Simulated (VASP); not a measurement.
Set up this calculation in VASP 6.6.1, as the native input.

| Item | Value |
| --- | --- |
| Task | single point |
| Functional | PBEsol |
| Potentials or basis | VASP PAW PBE potentials, release 64 (C) |
| Cutoff | 520 eV |
| k mesh | 13 × 13 × 8 |
| Occupations | methfessel-paxton, width 0.05 eV |
| Spin | no spin polarisation |
| Dipole correction | no |
| Further INCAR settings | ALGO = Normal; EDIFF = 1e-06; NBANDS = 11 |

The structure of C lies in POSCAR:

```
C
1.0
    2.1273203100     -1.2282824400      0.0000000000
    2.1273203100      1.2282824400      0.0000000000
   -1.3790696300      0.0000000000      3.5028300800
C
2
Direct
    0.8333555300      0.8333555300      0.0000930400
    0.1666444700      0.1666444700      0.9999069600
```

These files were run (other wordings do the same):

INCAR

```
SYSTEM = C
PREC = Accurate
ENCUT = 520
EDIFF = 1E-6
ISMEAR = 1
SIGMA = 0.05
LREAL = .False.
LASPH = .True.
NELM = 60
ALGO = Normal
ISIF = 2
LWAVE = .False.
LCHARG = .False.
GGA = PS
NBANDS = 11
```

KPOINTS

```
regular mesh
0
Gamma
  13 13 8
  0 0 0
```

Potentials or basis: VASP PAW PBE potentials, release 64 (C).

Launch:

```bash
$ cat potpaw_PBE.64/C/POTCAR > POTCAR
$ mpirun -np 1 vasp_std > vasp.out
```

Results of the run:

```json
{"Pressure": "1.5 GPa", "Largest force": "0.004 eV/Å", "Band gap on the k mesh": "0.92 eV, indirect (least direct gap 0.93 eV)"}
```

Caveat: the PAW data sets were made with another functional, which shifts forces and pressure a little; this functional lacks dispersion, which binds the layers, so the pressure and a relaxed spacing across them are unreliable.

It took 22 s on 1 thread of Intel(R) Xeon(R) 6975P-C (Granite Rapids) (shared host), peak memory 0.16 GiB.
